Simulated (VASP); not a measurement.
A run of VASP 6.6.1:

File INCAR:

```
PREC = Accurate ; ENCUT = 600
EDIFF = 1E-6 ; ISMEAR = -1
SIGMA = 0.05 ; LREAL = False
LASPH = True ; NELM = 60
ALGO = Normal ; ISIF = 3
LWAVE = False ; LCHARG = False
GGA = PS ; IBRION = 2
NSW = 100 ; EDIFFG = -0.002
```

File KPOINTS:

```
Automatic mesh
0
Gamma
  14 14 14
```

File POSCAR:

```
YSb
1.0
    0.0000000000      3.0950000000      3.0950000000
    3.0950000000      0.0000000000      3.0950000000
    3.0950000000      3.0950000000      0.0000000000
Y Sb
1 1
Direct
    0.5000000000      0.5000000000      0.5000000000
    0.0000000000      0.0000000000      0.0000000000
```

Potentials or basis: VASP PAW PBE potentials, release 64 (Y_sv, Sb).

Command:

```sh
$ cat potpaw_PBE.64/Y_sv/POTCAR potpaw_PBE.64/Sb/POTCAR > POTCAR
$ mpirun -np 1 vasp_std > vasp.out
```

Hardware: 1 thread of Oxide Virtual Turin-like Processor (shared host).

How long does it take, and how much memory?

Wall time 25 min on 1 thread of Oxide Virtual Turin-like Processor, with other jobs on the host, peak memory 0.28 GiB. Counts: scf iterations 92, k points 104, ion steps 28.
